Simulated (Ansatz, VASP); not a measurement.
**Two plane-wave programs on Si3Sn**

```
Si Sn
1.0
     3.62234    0.00000    0.00000
     0.00000    3.62234    0.00000
     0.00000    0.00000    7.19784
Si Sn
3 1
Cartesian
  0.0000 0.0000 4.8625
  0.0000 0.0000 2.3354
  0.0000 0.0000 0.0000
  1.8112 1.8112 3.5989
```

Alike in both runs: functional PBE; k mesh 6 × 6 × 4; occupations gaussian, width 0.1 eV; no spin polarisation.

Ansatz relaxed the structure, and its values are those at the end. VASP's run is a single point on that final structure, the one shown.

```csv
,VASP,Ansatz
version,VASP 6.6.1,Ansatz 0.2.0
potentials or method,"VASP PAW PBE potentials, release 64 (Si, Sn_d), cutoff 520 eV","scalar-relativistic, plane waves, PAW"
valence electrons in the cell,26,26
```

VASP gave:

| Item | Value |
| --- | --- |
| gap on the k mesh at the Fermi level (eV) | none |
| pressure (GPa) | -0.1 |
| rms of the force components (eV/Å) | 0.004 |

**Question.** Estimate Ansatz's values.

**Answer.** gap on the k mesh at the Fermi level (eV): none; pressure (GPa): 0.0; rms of the force components (eV/Å): 0.005.

A gap of «none» marks a metal or a gap that the smearing closes.
